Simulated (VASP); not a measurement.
# CrMo3 (Pm-3m) in VASP: a series of runs, part 2 of 3

VASP 6.6.1.

### 4 Single point, PBEsol, collinear spin, ferromagnetic start

This run uses another cell than the first one, of 14.68 Å³/atom.

INCAR reads:

```
PREC     = Accurate       # precision mode
ENCUT    = 520            # plane-wave cutoff, eV
EDIFF    = 1E-7           # SCF threshold, eV
ISMEAR   = 0              # smearing method
SIGMA    = 0.1            # smearing width, eV
LREAL    = False          # projectors in reciprocal space
LASPH    = True           # aspherical terms in the spheres
NELM     = 150            # most SCF steps
ALGO     = Normal         # electronic algorithm
ISIF     = 2              # what is computed and relaxed
LWAVE    = False          # write WAVECAR
LCHARG   = True           # write CHGCAR
ISPIN    = 2              # spin polarisation
MAGMOM   = 0 0 0 3        # initial moments
LORBIT   = 11             # projections on sites
LMAXMIX  = 4              # l up to which the mixer works
GGA      = PS             # functional
LELF     = True           # ELF
LVHAR    = True         
NBANDS   = 39             # bands
```

KPOINTS reads:

```
Automatic mesh
0
Gamma
  6 6 6
```

POSCAR reads:

```
CrMo3
1.0
    3.8871216628      0.0000000000      0.0000000000
    0.0000000000      3.8871216628      0.0000000000
    0.0000000000      0.0000000000      3.8871216628
Mo Cr
3 1
Direct
    0.0000000000      0.5000000000      0.5000000000
    0.5000000000      0.0000000000      0.5000000000
    0.5000000000      0.5000000000      0.0000000000
    0.0000000000      0.0000000000      0.0000000000
```

Potentials or basis: VASP PAW PBE potentials, release 64 (Mo_sv, Cr_pv).

Run with:

```console
cat potpaw_PBE.64/Mo_sv/POTCAR potpaw_PBE.64/Cr_pv/POTCAR > POTCAR
mpirun -np 1 vasp_std > vasp.out
```

OUTCAR:

```text
PREC = Accurate
   ENCUT = 520
   EDIFF = 1E-7
   ISMEAR = 0
   LREAL = False
   LASPH = True
   NELM = 150
   ISIF = 2
   ISPIN = 2
   LORBIT = 11
   GGA = PS

 ion  position               nearest neighbor table
   1  0.000  0.500  0.500-   2 2.75   3 2.75   4 2.75   3 2.75   4 2.75   2 2.75   4 2.75   4 2.75
                             2 2.75   3 2.75   3 2.75   2 2.75
   2  0.500  0.000  0.500-   1 2.75   3 2.75   4 2.75   3 2.75   4 2.75   1 2.75   3 2.75   3 2.75
                             1 2.75   4 2.75   4 2.75   1 2.75
[... 1909 lines left out ...]
  volume of cell :       58.73
      direct lattice vectors                 reciprocal lattice vectors
     3.887121663  0.000000000  0.000000000     0.257259764  0.000000000  0.000000000
     0.000000000  3.887121663  0.000000000     0.000000000  0.257259764  0.000000000
     0.000000000  0.000000000  3.887121663     0.000000000  0.000000000  0.257259764

 POSITION                                       TOTAL-FORCE (eV/Angst)
 -----------------------------------------------------------------------------------
      0.00000      1.94356      1.94356         0.000000      0.000000      0.000000
      1.94356      0.00000      1.94356         0.000000      0.000000      0.000000
      1.94356      1.94356      0.00000         0.000000      0.000000      0.000000
      0.00000      0.00000      0.00000         0.000000      0.000000      0.000000
 -----------------------------------------------------------------------------------
    total drift:                                0.000000      0.000000     -0.000000

  FREE ENERGIE OF THE ION-ELECTRON SYSTEM (eV)
  ---------------------------------------------------
  free  energy   TOTEN  =       -43.7021880912 eV

  energy  without entropy=      -43.6670760594  energy(sigma->0) =      -43.68463208

 total charge

# of ion       s       p       d       tot
------------------------------------------
    1        2.403   6.193   3.981  12.577
    2        2.403   6.193   3.981  12.577
    3        2.403   6.193   3.981  12.577
    4        0.400   6.341   4.147  10.888
--------------------------------------------------
tot          7.610  24.921  16.089  48.620

 magnetization (x)

# of ion       s       p       d       tot
------------------------------------------
    1        0.000  -0.000   0.000   0.000
    2        0.000  -0.000   0.000   0.000
    3        0.000  -0.000   0.000   0.000
    4       -0.000  -0.000  -0.002  -0.002
--------------------------------------------------
tot         -0.000  -0.000  -0.002  -0.002
```

OSZICAR:

```text
N       E                     dE             d eps       ncg     rms          rms(c)
DAV:   1     0.693835664053E+03    0.69384E+03   -0.31064E+04  3120   0.150E+03
DAV:   2    -0.185228520108E+02   -0.71236E+03   -0.69017E+03  3344   0.499E+02
DAV:   3    -0.470767017697E+02   -0.28554E+02   -0.27238E+02  3623   0.109E+02
[... 18 lines left out ...]
DAV:  22    -0.437021897453E+02   -0.93156E-05   -0.24267E-04  3527   0.603E-02    0.398E-02
DAV:  23    -0.437021945766E+02   -0.48314E-05   -0.23126E-05  3849   0.177E-02    0.283E-02
DAV:  24    -0.437021897768E+02    0.47998E-05   -0.47310E-05  3865   0.284E-02    0.163E-02
DAV:  25    -0.437021880764E+02    0.17003E-05   -0.30594E-05  3943   0.211E-02    0.947E-03
DAV:  26    -0.437021880798E+02   -0.33533E-08   -0.16015E-06  3103   0.484E-03    0.699E-03
DAV:  27    -0.437021880912E+02   -0.11440E-07   -0.30861E-07  1859   0.215E-03
   1 F= -.43702188E+02 E0= -.43684632E+02  d E =-.351120E-01  mag=    -0.0008
```

Wall time 2.2 min (1 thread of Intel Xeon Platinum 8488C (Sapphire Rapids), shared host); peak memory 0.22 GiB.

Results:

| Item | Value |
| --- | --- |
| Free energy | -43.7022 eV |
| Pressure | -0.8 GPa |
| Band gap on the k mesh | zero (filled and empty bands overlap) |
| Net moment | 0.00 μB per cell |
| Valence electrons inside the program's atomic spheres | Mo 12.58; Cr 10.89 |

Caveat: the moments typed at the start vanished in this run; the PAW data sets were made with another functional, which shifts forces and pressure a little.

### 5 Single point, PBEsol, collinear spin, zero start

INCAR reads:

```
SYSTEM = CrMo3
ALGO     = Normal         ! electronic algorithm
EDIFF    = 1E-6           ! SCF threshold, eV
ENCUT    = 520            ! plane-wave cutoff, eV
GGA      = PS             ! functional
ISIF     = 2              ! what is computed and relaxed
ISMEAR   = 0              ! smearing method
ISPIN    = 2              ! spin polarisation
LASPH    = .TRUE.         ! aspherical terms in the spheres
LCHARG   = .FALSE.        ! write CHGCAR
LMAXMIX  = 4              ! l up to which the mixer works
LORBIT   = 11             ! projections on sites
LREAL    = .FALSE.        ! projectors in reciprocal space
LWAVE    = .FALSE.        ! write WAVECAR
MAGMOM   = 0 0 0 0        ! initial moments
NBANDS   = 39             ! bands
NELM     = 150            ! most SCF steps
NUPDOWN  = 0.0            ! fixed moment
PREC     = Accurate       ! precision mode
SIGMA    = 0.1            ! smearing width, eV
```

KPOINTS reads:

```
k-points
0
G
  12 12 12
  0 0 0
```

POSCAR reads:

```
CrMo3
1.0
    3.8784800205      0.0000000000      0.0000000000
    0.0000000000      3.8784800205      0.0000000000
    0.0000000000      0.0000000000      3.8784800205
Mo Cr
3 1
Direct
    0.0000000000      0.5000000000      0.5000000000
    0.5000000000      0.0000000000      0.5000000000
    0.5000000000      0.5000000000      0.0000000000
    0.0000000000      0.0000000000      0.0000000000
```

Potentials or basis: VASP PAW PBE potentials, release 64 (Mo_sv, Cr_pv).

Run with:

```console
cat potpaw_PBE.64/Mo_sv/POTCAR potpaw_PBE.64/Cr_pv/POTCAR > POTCAR
mpirun -np 1 vasp_std > vasp.out
```

OUTCAR:

```text
SYSTEM = CrMo3
   EDIFF = 1E-6
   ENCUT = 520
   GGA = PS
   ISIF = 2
   ISMEAR = 0
   ISPIN = 2
   LASPH = .TRUE.
   LORBIT = 11
   LREAL = .FALSE.
   NELM = 150
   NUPDOWN = 0.0
   PREC = Accurate

 ion  position               nearest neighbor table
   1  0.000  0.500  0.500-   2 2.74   3 2.74   4 2.74   3 2.74   4 2.74   2 2.74   4 2.74   4 2.74
                             2 2.74   3 2.74   3 2.74   2 2.74
   2  0.500  0.000  0.500-   1 2.74   3 2.74   4 2.74   3 2.74   4 2.74   1 2.74   3 2.74   3 2.74
                             1 2.74   4 2.74   4 2.74   1 2.74
   3  0.500  0.500  0.000-   1 2.74   2 2.74   4 2.74   1 2.74   2 2.74   2 2.74   4 2.74   2 2.74
                             1 2.74   4 2.74   1 2.74   4 2.74
   4  0.000  0.000  0.000-   1 2.74   2 2.74   3 2.74   1 2.74   2 2.74   1 2.74   3 2.74   1 2.74
                             2 2.74   3 2.74   2 2.74   3 2.74

  LATTYP: Found a simple cubic cell.
 ALAT       =     3.8784800205

  Lattice vectors:

 A1 = (   3.8784800205,   0.0000000000,   0.0000000000)
 A2 = (   0.0000000000,   3.8784800205,   0.0000000000)
 A3 = (   0.0000000000,   0.0000000000,   3.8784800205)

[... 2230 lines left out ...]
  --------------------------------------------------------------------------------------
  -------------------------------------------------------------------------------------
  Total        0.1190538      0.1190538      0.1190538     -0.0000000      0.0000000     -0.0000000
  in kB        3.2694075      3.2694075      3.2694075     -0.0000000      0.0000000     -0.0000000
  external PRESSURE =       3.2694075 kB  Pullay stress =       0.0000000 kB

 VOLUME and BASIS-vectors are now :
 -----------------------------------------------------------------------------
  energy-cutoff  :      520.00
  volume of cell :       58.34
      direct lattice vectors                 reciprocal lattice vectors
     3.878480021  0.000000000  0.000000000     0.257832964  0.000000000  0.000000000
     0.000000000  3.878480021  0.000000000     0.000000000  0.257832964  0.000000000
     0.000000000  0.000000000  3.878480021     0.000000000  0.000000000  0.257832964

 POSITION                                       TOTAL-FORCE (eV/Angst)
 -----------------------------------------------------------------------------------
      0.00000      1.93924      1.93924         0.000000      0.000000      0.000000
      1.93924      0.00000      1.93924         0.000000      0.000000      0.000000
      1.93924      1.93924      0.00000         0.000000      0.000000      0.000000
      0.00000      0.00000      0.00000         0.000000      0.000000      0.000000
 -----------------------------------------------------------------------------------
    total drift:                                0.000000      0.000000     -0.000000

  FREE ENERGIE OF THE ION-ELECTRON SYSTEM (eV)
  ---------------------------------------------------
  free  energy   TOTEN  =       -43.7242341976 eV

  energy  without entropy=      -43.6988524970  energy(sigma->0) =      -43.71154335

 total charge

# of ion       s       p       d       tot
------------------------------------------
    1        2.405   6.191   4.002  12.599
    2        2.405   6.191   4.002  12.599
    3        2.405   6.191   4.002  12.599
    4        0.402   6.339   4.162  10.903
--------------------------------------------------
tot          7.616  24.913  16.169  48.699

 magnetization (x)

# of ion       s       p       d       tot
------------------------------------------
    1        0.000   0.000  -0.000  -0.000
    2        0.000   0.000  -0.000  -0.000
    3        0.000   0.000  -0.000  -0.000
    4        0.000   0.000   0.000   0.000
--------------------------------------------------
tot          0.000   0.000  -0.000  -0.000
```

OSZICAR:

```text
N       E                     dE             d eps       ncg     rms          rms(c)
DAV:   1     0.692318608202E+03    0.69232E+03   -0.31406E+04 13104   0.152E+03
DAV:   2    -0.190634779036E+02   -0.71138E+03   -0.68885E+03 13930   0.499E+02
DAV:   3    -0.478121493321E+02   -0.28749E+02   -0.27371E+02 15433   0.109E+02
DAV:   4    -0.483357476876E+02   -0.52360E+00   -0.52127E+00 14193   0.140E+01
DAV:   5    -0.483478391113E+02   -0.12091E-01   -0.12087E-01 17077   0.198E+00    0.324E+01
DAV:   6    -0.640641753237E+02   -0.15716E+02   -0.10665E+02 13324   0.502E+01    0.475E+01
DAV:   7    -0.443542919212E+02    0.19710E+02   -0.38895E+01 15266   0.517E+01    0.106E+01
DAV:   8    -0.437481116213E+02    0.60618E+00   -0.28269E+00 13678   0.920E+00    0.382E+00
DAV:   9    -0.437405123466E+02    0.75993E-02   -0.67877E-02 14694   0.135E+00    0.246E+00
DAV:  10    -0.437257095370E+02    0.14803E-01   -0.55269E-02 14492   0.155E+00    0.789E-01
DAV:  11    -0.437243212709E+02    0.13883E-02   -0.50509E-03 16788   0.333E-01    0.150E-01
DAV:  12    -0.437242473359E+02    0.73935E-04   -0.49242E-04 14593   0.136E-01    0.518E-02
DAV:  13    -0.437242414415E+02    0.58944E-05   -0.12670E-04 15316   0.690E-02    0.470E-02
DAV:  14    -0.437242341403E+02    0.73013E-05   -0.25698E-05 15509   0.296E-02    0.597E-03
DAV:  15    -0.437242341976E+02   -0.57337E-07   -0.26049E-07  8922   0.323E-03
   1 F= -.43724234E+02 E0= -.43711543E+02  d E =-.253817E-01  mag=    -0.0000
```

Wall time 4.8 min (1 thread of Intel Xeon Platinum 8488C (Sapphire Rapids), shared host); peak memory 0.38 GiB.

Results:

```
Free energy                                           : -43.7242 eV
Pressure                                              : 0.3 GPa
Net moment                                            : 0.00 μB per cell
Valence electrons inside the program's atomic spheres : Mo 12.60; Cr 10.90
```

Caveat: the PAW data sets were made with another functional, which shifts forces and pressure a little; the total moment is fixed, so each spin has its own Fermi level.

[end of part 2 of 3]
